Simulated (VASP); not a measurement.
A run of VASP 6.6.1 is set up as follows.

Contents of INCAR:

```
SYSTEM = TaC
ALGO = Normal
EDIFF = 1E-6
ENCUT = 600
GGA = PE
GGA_COMPAT = .False.
ISIF = 2
ISMEAR = -1
LASPH = .True.
LCHARG = .False.
LREAL = .False.
LWAVE = .False.
NBANDS = 14
NELM = 120
PREC = Accurate
SIGMA = 0.1
```

Contents of KPOINTS:

```
k-points
0
Gamma
  11 11 11
  0 0 0
```

Contents of POSCAR:

```
TaC
1.0
    0.0000000000      2.3085828777      2.3085828777
    2.3085828777      0.0000000000      2.3085828777
    2.3085828777      2.3085828777      0.0000000000
Ta C
1 1
Direct
    0.0000000000      0.0000000000      0.0000000000
    0.5000000000      0.5000000000      0.5000000000
```

Potentials or basis: VASP PAW PBE potentials, release 64 (Ta_pv, C).

Launch:

```bash
$ cat potpaw_PBE.64/Ta_pv/POTCAR potpaw_PBE.64/C/POTCAR > POTCAR
$ mpirun -np 1 vasp_std > vasp.out
```

Estimate the pressure.

-24.4 GPa.
